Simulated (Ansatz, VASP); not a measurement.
**Two plane-wave programs on ZnCd3O4**

```
Zn Cd O
1.0
     3.51712    0.00000    0.00000
     0.00000    3.51712    0.00000
     0.00000    0.00000   10.10210
Zn Cd O
1 3 4
Direct
  0.50000 0.50000 0.00000
  0.00000 0.00000 0.76680
  0.00000 0.00000 0.23320
  0.50000 0.50000 0.50000
  0.50000 0.00000 0.90048
  0.00000 0.50000 0.09952
  0.50000 0.00000 0.36656
  0.00000 0.50000 0.63344
```

Alike in both runs: functional PBE; k mesh 10 × 10 × 4; occupations gaussian, width 0.1 eV; no spin polarisation.

Ansatz relaxed the structure, and its values are those at the end. VASP's run is a single point on that final structure, the one shown.

|  | VASP | Ansatz |
| --- | --- | --- |
| version | VASP 6.6.1 | Ansatz 0.2.0 |
| potentials or method | VASP PAW PBE potentials, release 64 (Zn, Cd_sv_GW, O), cutoff 600 eV | scalar-relativistic, plane waves, PAW |
| valence electrons in the cell | 96 | 96 |

```csv
,VASP,Ansatz,Ansatz less VASP
gap on the k mesh at the Fermi level (eV),none,none,-
pressure (GPa),-0.3,0.0,+0.29
rms of the force components (eV/Å),0.012,0.002,-0.0104
```

A gap of «none» marks a metal or a gap that the smearing closes. The functional is the same, so the differences come from potentials, cutoffs and numerics.
